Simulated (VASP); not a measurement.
# BN (P6_3/mmc) in VASP: a series of runs, part 2 of 2

VASP 6.6.1. The steps go on from the part before.

## (4) Single point, LDA (volume 8.290 Å^3 an atom, c/a of the conventional cell 2.8746)

File INCAR:

```
SYSTEM = BN
PREC     = Accurate       ! precision mode
ENCUT    = 520            ! plane-wave cutoff, eV
EDIFF    = 1E-6           ! SCF threshold, eV
ISMEAR   = 0              ! smearing method
SIGMA    = 0.05           ! smearing width, eV
LREAL    = .FALSE.        ! projectors in reciprocal space
LASPH    = .TRUE.         ! aspherical terms in the spheres
NELM     = 100            ! most SCF steps
ALGO     = Normal         ! electronic algorithm
ISIF     = 2              ! what is computed and relaxed
LWAVE    = .FALSE.        ! write WAVECAR
LCHARG   = .FALSE.        ! write CHGCAR
GGA      = CA             ! functional
NBANDS   = 16             ! bands
```

File KPOINTS:

```
Automatic mesh
0
G
  12 12 4
  0 0 0
```

File POSCAR:

```
BN
1.0
    2.3704756016      0.0000000000      0.0000000000
   -1.1852378008      2.0528920900      0.0000000000
    0.0000000000      0.0000000000      6.8141691643
B N
2 2
Direct
    0.3333333333      0.6666666667      0.2500000000
    0.6666666667      0.3333333333      0.7500000000
    0.3333333333      0.6666666667      0.7500000000
    0.6666666667      0.3333333333      0.2500000000
```

Potentials or basis: VASP PAW LDA potentials, release 64 (B, N).

Launch:

```console
$ cat potpaw_LDA.64/B/POTCAR potpaw_LDA.64/N/POTCAR > POTCAR
$ mpirun -np 1 vasp_std > vasp.out
```

OUTCAR:

```text
SYSTEM = BN
   PREC = Accurate
   ENCUT = 520
   EDIFF = 1E-6
   ISMEAR = 0
   LREAL = .FALSE.
   LASPH = .TRUE.
   NELM = 100
   ISIF = 2
   GGA = CA

 ion  position               nearest neighbor table
   1  0.333  0.667  0.250-   4 1.37   4 1.37   4 1.37
   2  0.667  0.333  0.750-   3 1.37   3 1.37   3 1.37
   3  0.333  0.667  0.750-   2 1.37   2 1.37   2 1.37
   4  0.667  0.333  0.250-   1 1.37   1 1.37   1 1.37

  LATTYP: Found a hexagonal cell.
 ALAT       =     2.3704756016
 C/A-ratio  =     2.8746000000

  Lattice vectors:

 A1 = (   2.3704756016,   0.0000000000,   0.0000000000)
 A2 = (  -1.1852378008,   2.0528920900,   0.0000000000)
 A3 = (   0.0000000000,   0.0000000000,   6.8141691643)

Analysis of symmetry for initial positions (statically):
=====================================================================
 Subroutine PRICEL returns:
 Original cell was already a primitive cell.

 Routine SETGRP: Setting up the symmetry group for a
 hexagonal supercell.

 Subroutine GETGRP returns: Found 24 space group operations
 (whereof 12 operations were pure point group operations)
 out of a pool of 24 trial point group operations.

The static configuration has the point symmetry D_3d.
 The point group associated with its full space group is D_6h.

Analysis of symmetry for dynamics (positions and initial velocities):
=====================================================================
 Subroutine PRICEL returns:
 Original cell was already a primitive cell.

 Routine SETGRP: Setting up the symmetry group for a
 hexagonal supercell.

 Subroutine GETGRP returns: Found 24 space group operations
 (whereof 12 operations were pure point group operations)
 out of a pool of 24 trial point group operations.

The dynamic configuration has the point symmetry D_3d.
 The point group associated with its full space group is D_6h.

 Subroutine INISYM returns: Found 24 space group operations
[... 123 lines left out ...]
  Fermi-wavevector in a.u.,A,eV,Ry     =   1.284034  2.426473 22.432528  1.648744
  Thomas-Fermi vector in A             =   2.416252
   LORBIT       =      0    0 simple, 1 ext, 2 COOP (PROOUT), +10 PAW based schemes
   GGA     = CA    functional components
   LHFCALC =     F    Hartree Fock is set to
   AEXX    =    0.0000 exact exchange contribution
   IVDW    =     0    specifies the selected vdW correction
   LEPSILON=     F    determine dielectric tensor
   LRPA    =     F    only Hartree local field effects (RPA)
 non-spin polarized calculation
 Gauss-broadening in eV      SIGMA  =   0.05
  energy-cutoff  :      520.00
  volume of cell :       33.16
 maximum number of plane-waves:       931
 NGX is ok and might be reduce to    18
   NGX =  9   NGY =  9   NGZ = 25

 number of electron      16.0000001 magnetization

 Free energy of the ion-electron system (eV)
  ---------------------------------------------------
  ext. energy  EPLUGINS =         0.00000000
  ---------------------------------------------------
  free energy    TOTEN  =       -37.92167211 eV

  energy without entropy =      -37.92167211  energy(sigma->0) =      -37.92167211

 E-fermi :   2.9104     XC(G=0): -10.6957

 val. band max:        2.6825777390   @ k =   0.3333   0.3333   0.5000
 cond. band min:       7.0378112944   @ k =   0.5000  -0.0000   0.0000
 fundamental gap:      4.3552335554
 Fermi energy:         2.9104463567

 k-point     1 :       0.0000    0.0000    0.0000
  band No.  band energies     occupation
      1     -15.8882      2.00000
      2     -15.6442      2.00000
      3      -4.4144      2.00000
      4      -2.5725      2.00000
      5       1.5567      2.00000
      6       1.5567      2.00000
[... 433 lines left out ...]
      3      -4.4986      2.00000
      4      -4.4605      2.00000
      5      -1.0798      2.00000
      6      -1.0537      2.00000
[... 8 lines left out ...]
     15      20.7521      0.00000
     16      22.4942      0.00000

 [... further k-points ...]

------------------------ aborting loop because EDIFF is reached ----------------------------------------

  FORCE on cell =-STRESS in cart. coord.  units (eV):
  Direction    XX          YY          ZZ          XY          YZ          ZX
  --------------------------------------------------------------------------------------
  -------------------------------------------------------------------------------------
  Total       13.6460010     13.6460010     -0.2497666      0.0000000      0.0000000      0.0000000
  in kB      659.3279089    659.3279089    -12.0678651      0.0000000      0.0000000      0.0000000
  external PRESSURE =     435.5293175 kB  Pullay stress =       0.0000000 kB

 VOLUME and BASIS-vectors are now :
 -----------------------------------------------------------------------------
  energy-cutoff  :      520.00
  volume of cell :       33.16
      direct lattice vectors                 reciprocal lattice vectors
     2.370475602  0.000000000  0.000000000     0.421856272  0.243558832  0.000000000
    -1.185237801  2.052892090  0.000000000     0.000000000  0.487117664  0.000000000
     0.000000000  0.000000000  6.814169164     0.000000000  0.000000000  0.146753034

 POSITION                                       TOTAL-FORCE (eV/Angst)
 -----------------------------------------------------------------------------------
     -0.00000      1.36859      1.70354         0.000000      0.000000      0.000000
      1.18524      0.68430      5.11063        -0.000000     -0.000000      0.000000
     -0.00000      1.36859      5.11063        -0.000000      0.000000      0.000000
      1.18524      0.68430      1.70354         0.000000     -0.000000      0.000000
 -----------------------------------------------------------------------------------
    total drift:                               -0.000000      0.000000     -0.000000

  FREE ENERGIE OF THE ION-ELECTRON SYSTEM (eV)
  ---------------------------------------------------
  free  energy   TOTEN  =       -37.9216721109 eV

  energy  without entropy=      -37.9216721109  energy(sigma->0) =      -37.92167211
```

Wall time 36 s (1 thread of AMD EPYC 7R13, shared host); peak memory 0.11 GiB.

What came out:

| Item | Value |
| --- | --- |
| Free energy | -37.9217 eV |
| Pressure | 43.6 GPa |
| Band gap on the k mesh | 4.36 eV, indirect (least direct gap 4.90 eV) |

## (5) Single point, LDA (volume 8.498 Å^3 an atom, c/a of the conventional cell 2.5481)

File INCAR:

```
ALGO     = Normal         # electronic algorithm
EDIFF    = 1E-6           # SCF threshold, eV
ENCUT    = 520            # plane-wave cutoff, eV
GGA      = CA             # functional
ISIF     = 2              # what is computed and relaxed
ISMEAR   = 0              # smearing method
LASPH    = T              # aspherical terms in the spheres
LCHARG   = F              # write CHGCAR
LREAL    = F              # projectors in reciprocal space
LWAVE    = F              # write WAVECAR
NBANDS   = 16             # bands
NELM     = 100            # most SCF steps
PREC     = Accurate       # precision mode
SIGMA    = 0.05           # smearing width, eV
```

File KPOINTS:

```
k-points
0
Gamma
  12 12 4
```

File POSCAR:

```
BN
1.0
    2.4881498908      0.0000000000      0.0000000000
   -1.2440749454      2.1548010138      0.0000000000
    0.0000000000      0.0000000000      6.3400547366
B N
2 2
Direct
    0.3333333333      0.6666666667      0.2500000000
    0.6666666667      0.3333333333      0.7500000000
    0.3333333333      0.6666666667      0.7500000000
    0.6666666667      0.3333333333      0.2500000000
```

Launch:

```console
$ cat potpaw_LDA.64/B/POTCAR potpaw_LDA.64/N/POTCAR > POTCAR
$ mpirun -np 1 vasp_std > vasp.out
```

Wall time 34 s (1 thread of AMD EPYC 7R13, shared host); peak memory 0.11 GiB.

It converged, with:

```
Free energy            : -38.5784 eV
Pressure               : 1.0 GPa
Band gap on the k mesh : 4.00 eV, indirect (least direct gap 4.38 eV)
```

Stress tensor (GPa, compression positive):
```
1.23 0.00 0.00
0.00 1.23 0.00
0.00 0.00 0.59
```

Levels at points of the mesh, in eV from the valence-band top:
```csv
k point,band 5,band 6,band 7,band 8,band 9,band 10,band 11,band 12
"(0.00, 0.00, 0.00)",-1.37,-1.37,-1.31,-1.31,5.24,10.64,11.52,11.52
"(0.50, 0.00, 0.00)",-4.24,-4.14,-1.71,-0.39,4.00,5.75,9.65,10.05
"(0.00, 0.00, 0.50)",-1.34,-1.34,-1.34,-1.34,7.95,7.95,11.61,11.61
"(0.50, 0.00, 0.50)",-4.19,-4.19,-1.01,-1.01,4.54,4.54,10.09,10.09
```

 A k mesh can miss the band edges.

## (6) Single point, LDA (volume 8.498 Å^3 an atom, c/a of the conventional cell 2.9448)

File INCAR:

```
SYSTEM = BN
  PREC = Accurate
  ENCUT = 520
  EDIFF = 1E-6
  ISMEAR = 0
  SIGMA = 0.05
  LREAL = .False.
  LASPH = .True.
  NELM = 100
  ALGO = Normal
  ISIF = 2
  LWAVE = .False.
  LCHARG = .False.
  GGA = CA
  NBANDS = 16
```

File KPOINTS:

```
Automatic mesh
0
Gamma
  12 12 4
  0 0 0
```

File POSCAR:

```
BN
1.0
    2.3709920293      0.0000000000      0.0000000000
   -1.1854960146      2.0533393295      0.0000000000
    0.0000000000      0.0000000000      6.9820973278
B N
2 2
Direct
    0.3333333333      0.6666666667      0.2500000000
    0.6666666667      0.3333333333      0.7500000000
    0.3333333333      0.6666666667      0.7500000000
    0.6666666667      0.3333333333      0.2500000000
```

Potentials or basis: VASP PAW LDA potentials, release 64 (B, N).

Launch:

```console
$ cat potpaw_LDA.64/B/POTCAR potpaw_LDA.64/N/POTCAR > POTCAR
$ mpirun -np 1 vasp_std > vasp.out
```

It took 34 s on 1 thread of AMD EPYC 7R13, shared host; peak memory 0.11 GiB.

Results (log left out):

```yaml
Free_energy: -37.9218 eV
Pressure: 42.2 GPa
Band_gap_on_the_k_mesh: 4.40 eV, indirect (least direct gap 4.91 eV)
```

Stress tensor (GPa, compression positive):
```
63.99  0.00  0.00
 0.00 63.99  0.00
 0.00  0.00 -1.46
```

Levels at points of the mesh, in eV from the valence-band top:
```csv
k point,band 4,band 5,band 6,band 7,band 8,band 9,band 10,band 11,band 12,band 13
"(0.00, 0.00, 0.00)",-5.37,-1.13,-1.13,-1.11,-1.11,4.43,9.53,12.86,12.86,12.93
"(0.50, 0.00, 0.00)",-9.49,-4.41,-4.38,-1.48,-0.74,4.40,5.62,10.81,11.82,12.63
"(0.00, 0.00, 0.50)",-6.27,-1.12,-1.12,-1.12,-1.12,6.64,6.64,12.90,12.90,12.90
"(0.50, 0.00, 0.50)",-9.51,-4.39,-4.39,-1.11,-1.11,4.86,4.86,11.55,11.55,13.75
```

## (7) The runs side by side

```csv
cell,gap on the mesh (eV),pressure (GPa)
"a = 2.528, b = 2.528, c = 5.992 Å, angles 90.0, 90.0, 120.0°, 4 atoms",3.86,-10.1
"a = 2.448, b = 2.448, c = 6.390 Å, angles 90.0, 90.0, 120.0°, 4 atoms",4.09,14.5
"a = 2.370, b = 2.370, c = 6.814 Å, angles 90.0, 90.0, 120.0°, 4 atoms",4.36,43.6
"a = 2.488, b = 2.488, c = 6.340 Å, angles 90.0, 90.0, 120.0°, 4 atoms",4.00,1.0
"a = 2.371, b = 2.371, c = 6.982 Å, angles 90.0, 90.0, 120.0°, 4 atoms",4.40,42.2
```

Alike in all rows: task single point; level LDA; potentials or basis VASP PAW LDA potentials, release 64 (B, N); no spin polarisation; k mesh 12 × 12 × 4; cutoff (eV) 520; smearing gaussian 0.05 eV.

Total energies depend on the potentials used, so only differences within one code and one set of settings carry meaning.
